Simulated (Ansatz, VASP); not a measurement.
# HgTe in VASP and in Ansatz

INCAR

```
  ALGO = Normal
  EDIFF = 1E-7
  ENCUT = 520
  GGA = PE
  ISIF = 2
  ISMEAR = 0
  LASPH = T
  LCHARG = F
  LREAL = F
  LWAVE = F
  NBANDS = 16
  NELM = 100
  PREC = Accurate
  SIGMA = 0.15
```

File KPOINTS:

```
k-points
0
Gamma
  14 14 14
```

POSCAR

```
HgTe
1.0
    0.0000000000      3.1714989712      3.3300739198
    3.1714989712      0.0000000000      3.3300739198
    3.1714989712      3.1714989712      0.0000000000
Hg Te
1 1
Direct
    0.0000000000      0.0000000000      0.0000000000
    0.7500000000      0.7500000000      0.7500000000
```

Input for Ansatz:

```yaml
crystal:
  lattice:
    - [0.0, 3.1714989712, 3.3300739198]
    - [3.1714989712, 0.0, 3.3300739198]
    - [3.1714989712, 3.1714989712, 0.0]
  atoms:
    - { symbol: Hg, position: [0.0, 0.0, 0.0] }
    - { symbol: Te, position: [0.75, 0.75, 0.75] }
basis:
  ecutwfc: 420
kpoints:
  mp_grid: { grid: [14, 14, 14] }
hamiltonian:
  xc: pbe
scf:
  occupations: { method: gaussian, width: 0.15 }
output:
  forces: true
  stress: true
  eigenvalues: true
```

Alike in both runs: task single point; functional PBE; k mesh 14 × 14 × 14; occupations gaussian, width 0.15 eV; no spin polarisation.

|  | VASP | Ansatz |
| --- | --- | --- |
| version | VASP 6.6.1 | Ansatz 0.2.0 |
| potentials or method | VASP PAW PBE potentials, release 64 (Hg, Te), cutoff 520 eV | scalar-relativistic, plane waves, PAW |
| valence electrons in the cell | 18 | 36 |

VASP gave:

| Quantity | Value |
| --- | --- |
| gap on the k mesh at the Fermi level (eV) | none |
| pressure (GPa) | 4.1 |
| traceless stress, the component that is largest in VASP (GPa) | -0.44 |

Task: Which values does Ansatz return?

Result: gap on the k mesh at the Fermi level (eV): none; pressure (GPa): 4.0; traceless stress, the component that is largest in VASP (GPa): -0.44.

A gap of «none» marks a metal or a gap that the smearing closes. VASP's potentials hold 18 valence electrons a cell and Ansatz's 36, so a difference there can come from the potentials and not from the codes.

Neither program's run includes spin-orbit coupling.
